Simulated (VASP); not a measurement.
The system is Ta.

```
CELL_PARAMETERS angstrom
2.65092 0.00000 0.00000
0.00000 2.65092 0.00000
0.00000 0.00000 2.65092
ATOMIC_POSITIONS crystal
Ta 0.00000 0.00000 0.00000
```

This isn't the form of Ta at room conditions, which is bcc.

* Program: VASP 6.6.1
* Task: relaxation of cell and atoms
* Functional: LDA
* Potentials or basis: VASP PAW LDA potentials, release 64 (Ta_sv_GW)
* Cutoff: 500 eV
* k mesh: 14 × 14 × 14
* Occupations: fermi-dirac, width 0.05 eV
* Spin: no spin polarisation

At the start: pressure 5.5 GPa; volume 18.63 Å³/atom.

Problem. How do energy, volume and symmetry change on relaxing?

Solution. Over 4 steps the energy falls by 9.9 meV/atom and the volume is 19.22 Å³/atom (+3.2 %); space group Pm-3m (No. 221, to 0.1 Å) before and after.

The path:
| step | energy change (eV) | largest force (eV/Å) | pressure (GPa) | volume (Å³) |
| --- | --- | --- | --- | --- |
| 1 | 0.0000 | 0.0000 | 5.53 | 18.63 |
| 2 | 0.0254 | 0.0000 | -8.97 | 20.42 |
| 3 | -0.0099 | 0.0000 | -0.11 | 19.23 |
| 4 | -0.0099 | 0.0000 | 0.00 | 19.22 |

Final structure:
```cif
data_structure
_symmetry_space_group_name_H-M 'P 1'
_symmetry_Int_Tables_number 1
_cell_length_a 2.6785
_cell_length_b 2.6785
_cell_length_c 2.6785
_cell_angle_alpha 90.000
_cell_angle_beta 90.000
_cell_angle_gamma 90.000
_cell_volume 19.22
loop_
_atom_site_label
_atom_site_type_symbol
_atom_site_fract_x
_atom_site_fract_y
_atom_site_fract_z
_atom_site_occupancy
Ta1 Ta 0.00000 0.00000 0.00000 1
```
